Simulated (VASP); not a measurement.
# Li (P1) in VASP: further runs, part 2 of 3

VASP 6.6.1. The steps go on from the part before.

### Step 3. Single point, PBE+D3(BJ)

The input, INCAR:

```
SYSTEM = Li
  PREC = Accurate
  ENCUT = 650
  EDIFF = 1E-6
  ISMEAR = -1
  SIGMA = 0.11
  LREAL = .False.
  LASPH = .True.
  NELM = 120
  ALGO = Normal
  ISIF = 2
  LWAVE = .False.
  LCHARG = .False.
  GGA = PE
  IVDW = 12
  NBANDS = 38
  GGA_COMPAT = .False.
```

The input, KPOINTS:

```
Automatic mesh
0
Gamma
  2 2 2
  0 0 0
```

The input, POSCAR:

```
Li
1.0
    6.9800000000      0.0000000000      0.0000000000
    0.0000000000      6.9800000000      0.0000000000
    0.0000000000      0.0000000000      6.9800000000
Li
16
Direct
    0.0002722063     -0.0923638968      0.0273925501
    0.4938681948      0.0700000000     -0.0357020057
    0.0306733524      0.5129799427     -0.0220057307
    0.0211318052      0.0090544413      0.4893266476
    0.2546991404      0.2766189112      0.2455873926
    0.4689971347      0.4831232092      0.0284670487
    0.5093982808      0.0058595989      0.4506303725
    0.8295988539      0.2123352436      0.2758309456
   -0.0234813754      0.5548424069      0.4425071633
    0.2578939828      0.7482808023      0.2422206304
    0.2420343840      0.2923782235      0.6640544413
    0.5529512894      0.4892836676      0.4443553009
    0.7099140401      0.7382378223      0.1962750716
    0.7571489971      0.2989111748      0.7503724928
    0.2927507163      0.7203581662      0.6960458453
    0.8021776504      0.7379799427      0.7243409742
```

Potentials or basis: VASP PAW PBE potentials, release 64 (Li_sv).

Command:

```
$ cat potpaw_PBE.64/Li_sv/POTCAR > POTCAR
$ mpirun -np 1 vasp_std > vasp.out
```

OUTCAR:

```text
SYSTEM = Li
   PREC = Accurate
   ENCUT = 650
   EDIFF = 1E-6
   ISMEAR = -1
   LREAL = .False.
   LASPH = .True.
   NELM = 120
   ISIF = 2
   GGA = PE
   IVDW = 12
 IVDW          = 12

 ion  position               nearest neighbor table
   1  0.000  0.908  0.027-  10 2.59
   2  0.494  0.070  0.964-
   3  0.031  0.513  0.978-
   4  0.021  0.009  0.489-   8 2.45
   5  0.255  0.277  0.246-   6 2.57
   6  0.469  0.483  0.028-   5 2.57
   7  0.509  0.006  0.451-
   8  0.830  0.212  0.276-   4 2.45
   9  0.977  0.555  0.443-
  10  0.258  0.748  0.242-   1 2.59
  11  0.242  0.292  0.664-
  12  0.553  0.489  0.444-
  13  0.710  0.738  0.196-
  14  0.757  0.299  0.750-
  15  0.293  0.720  0.696-
  16  0.802  0.738  0.724-

  LATTYP: Found a simple cubic cell.
 ALAT       =     6.9800000000

  Lattice vectors:

 A1 = (   6.9800000000,   0.0000000000,   0.0000000000)
 A2 = (   0.0000000000,   6.9800000000,   0.0000000000)
 A3 = (   0.0000000000,   0.0000000000,   6.9800000000)

Analysis of symmetry for initial positions (statically):
=====================================================================
 Subroutine PRICEL returns:
 Original cell was already a primitive cell.

 Routine SETGRP: Setting up the symmetry group for a
 simple cubic supercell.

 Subroutine GETGRP returns: Found  1 space group operations
 (whereof  1 operations were pure point group operations)
 out of a pool of 48 trial point group operations.

The static configuration has the point symmetry C_1 .

Analysis of symmetry for dynamics (positions and initial velocities):
=====================================================================
 Subroutine PRICEL returns:
 Original cell was already a primitive cell.

 Routine SETGRP: Setting up the symmetry group for a
 simple cubic supercell.

 Subroutine GETGRP returns: Found  1 space group operations
 (whereof  1 operations were pure point group operations)
 out of a pool of 48 trial point group operations.

The dynamic configuration has the point symmetry C_1 .

 Subroutine INISYM returns: Found  1 space group operations
 (whereof  1 operations are pure point group operations),
 and found     1 'primitive' translations

----------------------------------------------------------------------------------------

                                     Primitive cell

  volume of cell :     340.0684

  direct lattice vectors                    reciprocal lattice vectors
     6.980000000  0.000000000  0.000000000     0.143266476  0.000000000  0.000000000
     0.000000000  6.980000000  0.000000000     0.000000000  0.143266476  0.000000000
     0.000000000  0.000000000  6.980000000     0.000000000  0.000000000  0.143266476

  length of vectors
     6.980000000  6.980000000  6.980000000     0.143266476  0.143266476  0.143266476

  position of ions in fractional coordinates (direct lattice)
     0.000272206  0.907636103  0.027392550
     0.493868195  0.070000000  0.964297994
     0.030673352  0.512979943  0.977994269
     0.021131805  0.009054441  0.489326648
[... 55 lines left out ...]

 Found      8 irreducible k-points:

 Following reciprocal coordinates:
            Coordinates               Weight
  0.000000  0.000000  0.000000      1.000000
  0.500000  0.000000  0.000000      1.000000
  0.000000  0.500000  0.000000      1.000000
  0.000000  0.000000  0.500000      1.000000
  0.500000  0.500000  0.000000      1.000000
  0.000000  0.500000  0.500000      1.000000
  0.500000  0.000000  0.500000      1.000000
  0.500000  0.500000  0.500000      1.000000
   k-points           NKPTS =      8   k-points in BZ     NKDIM =      8   number of bands    NBANDS=     38
   number of dos      NEDOS =    301   number of ions     NIONS =     16
   total plane-waves  NPLWV = 216000
   dimension x,y,z NGX =    60 NGY =   60 NGZ =   60
   dimension x,y,z NGXF=   120 NGYF=  120 NGZF=  120
   ions per type =              16
   NGX,Y,Z   is equivalent  to a cutoff of  14.29, 14.29, 14.29 a.u.
   NGXF,Y,Z  is equivalent  to a cutoff of  28.58, 28.58, 28.58 a.u.
 SYSTEM =  Li
   PREC   = accura    normal or accurate (medium, high low for compatibility)
   ISTART =      0    job   : 0-new  1-cont  2-samecut
   ICHARG =      2    charge: 1-file 2-atom 10-const
   ISPIN  =      1    spin polarized calculation?
   LNONCOLLINEAR =      F non collinear calculations
   LSORBIT =      F    spin-orbit coupling
   LASPH  =      T    aspherical Exc in radial PAW
   ENCUT  =  650.0 eV  47.77 Ry    6.91 a.u.  14.51 14.51 14.51*2*pi/ulx,y,z
   NELM   =    120;   NELMIN=  2; NELMDL= -5     # of ELM steps
   EDIFF  = 0.1E-05   stopping-criterion for ELM
   LREAL  =      F    real-space projection
   EDIFFG = 0.1E-04   stopping-criterion for IOM
   NSW    =      0    number of steps for IOM
   IBRION =     -1    ionic relax: 0-MD 1-quasi-New 2-CG
   NFREE  =      0    steps in history (QN), initial steepest desc. (CG)
   ISIF   =      2    stress and relaxation
   ISYM   =      2    0-nonsym 1-usesym 2-fastsym
   POTIM  = 0.5000    time-step for ionic-motion
   TEBEG  =    0.0;   TEEND  =   0.0 temperature during run
   PSTRESS=    0.0 pullay stress
   NELECT =      48.0000    total number of electrons
   NUPDOWN=      -1.0000    fix difference up-down
   EMIN   =  10.00;   EMAX   =-10.00  energy-range for DOS
   EFERMI =   0.00;   METHOD = LEGACY
   ISMEAR =    -1;   SIGMA  =   0.11  broadening in eV -4-tet -1-fermi 0-gaus
   EFERMI_NEDOS =   21; number of points for ismear=-14 and -15
   IALGO  =     38    algorithm
   IMIX   =      4    mixing-type and parameters
     AMIX     =   0.40;   BMIX     =  1.00
     AMIX_MAG =   1.60;   BMIX_MAG =  1.00
  volume/ion in A,a.u.               =      21.25       143.43
  Fermi-wavevector in a.u.,A,eV,Ry     =   0.852380  1.610764  9.885331  0.726551
  Thomas-Fermi vector in A             =   1.968659
   LORBIT       =      0    0 simple, 1 ext, 2 COOP (PROOUT), +10 PAW based schemes
   GGA     = PE    functional components
   LHFCALC =     F    Hartree Fock is set to
   AEXX    =    0.0000 exact exchange contribution
   IVDW    =    12    specifies the selected vdW correction
   LEPSILON=     F    determine dielectric tensor
   LRPA    =     F    only Hartree local field effects (RPA)
 non-spin polarized calculation
  energy-cutoff  :      650.00
  volume of cell :      340.07
 maximum number of plane-waves:     12893
 NGX is ok and might be reduce to    60
   NGX = 29   NGY = 29   NGZ = 29

 number of electron      48.0000002 magnetization

 Free energy of the ion-electron system (eV)
  ---------------------------------------------------
  ext. energy  EPLUGINS =         0.00000000
  ---------------------------------------------------
  free energy    TOTEN  =       -29.28947970 eV

  energy without entropy =      -28.93513900  energy(sigma->0) =      -29.11230935

 E-fermi :   0.3146     XC(G=0):  -6.9075

 val. band max:        0.3102096663   @ k =   0.5000   0.5000   0.0000
 cond. band min:       0.3538969402   @ k =   0.5000   0.0000   0.5000
 fundamental gap:      0.0436872739
 Fermi energy:         0.3145999916

 k-point     1 :       0.0000    0.0000    0.0000
  band No.  band energies     occupation
      1     -46.5030      2.00000
      2     -46.3777      2.00000
      3     -46.3507      2.00000
      4     -46.2640      2.00000
      5     -46.2458      2.00000
      6     -46.2372      2.00000
[... 301 lines left out ...]
     35       3.2532      0.00000
     36       3.3434      0.00000
 [bands above 36 left out]

------------------------ aborting loop because EDIFF is reached ----------------------------------------

 Edisp (eV)   -2.58403

 E8    (eV) :    -1.0792

  FORCE on cell =-STRESS in cart. coord.  units (eV):
  Direction    XX          YY          ZZ          XY          YZ          ZX
  --------------------------------------------------------------------------------------
  -------------------------------------------------------------------------------------
  Total      -2.67514    -2.59223    -2.97492     0.61386    -0.47395    -0.02039
  in kB     -12.60348   -12.21287   -14.01587     2.89210    -2.23292    -0.09606
  external pressure =      -12.94 kB  Pullay stress =        0.00 kB

 VOLUME and BASIS-vectors are now :
 -----------------------------------------------------------------------------
  energy-cutoff  :      650.00
  volume of cell :      340.07
      direct lattice vectors                 reciprocal lattice vectors
     6.980000000  0.000000000  0.000000000     0.143266476  0.000000000  0.000000000
     0.000000000  6.980000000  0.000000000     0.000000000  0.143266476  0.000000000
     0.000000000  0.000000000  6.980000000     0.000000000  0.000000000  0.143266476

 POSITION                                       TOTAL-FORCE (eV/Angst)
 -----------------------------------------------------------------------------------
      0.00190      6.33530      0.19120         0.218945      0.655502     -0.270296
      3.44720      0.48860      6.73080        -0.060020     -0.365169      0.048791
      0.21410      3.58060      6.82640        -0.045028     -0.281940      0.107370
      0.14750      0.06320      3.41550         0.097676     -0.401680      0.258978
      1.77780      1.93080      1.71420        -0.212000     -0.195238      0.102488
      3.27360      3.37220      0.19870         0.293729      0.149218     -0.430811
[... 8 lines left out ...]
      2.04340      5.02810      4.85840         0.034385      0.073494      0.149420
      5.59920      5.15110      5.05590        -0.468099      0.170752      0.008079
 -----------------------------------------------------------------------------------
    total drift:                               -0.001356      0.002282     -0.000995

  FREE ENERGIE OF THE ION-ELECTRON SYSTEM (eV)
  ---------------------------------------------------
  free  energy   TOTEN  =       -31.8735108859 eV

  energy  without entropy=      -31.5191701938  energy(sigma->0) =      -31.69634054
```

It took 80 s on 1 thread of Intel Xeon 6975P-C (Granite Rapids), shared host; peak memory 0.53 GiB.

What came out:

```
Free energy                : -31.8735 eV
Pressure                   : -1.3 GPa
Largest force              : 0.742 eV/Å
Band gap on the k mesh     : zero (bands 24 and 25 overlap by 0.74 eV)
Dispersion energy per atom : -0.162 eV
```

Forces in eV/Å, atoms in the order of the input:
```
Li   0.219  0.656 -0.270
Li  -0.060 -0.365  0.049
Li  -0.045 -0.282  0.107
Li   0.098 -0.402  0.259
Li  -0.212 -0.195  0.102
Li   0.294  0.149 -0.431
Li   0.125  0.026  0.118
Li  -0.397  0.342 -0.489
Li   0.234 -0.131 -0.119
Li   0.181  0.037  0.194
Li  -0.024  0.023  0.213
Li  -0.142 -0.114  0.184
Li   0.042  0.151  0.020
Li   0.122 -0.139 -0.095
Li   0.034  0.073  0.149
Li  -0.468  0.171  0.008
```

Caveat: the k points lie up to 0.45 Å⁻¹ apart, too coarse for converged energies and pressures of a metal; the atoms stand as in a frame of molecular dynamics.

(Part 2 of 3 ends here.)
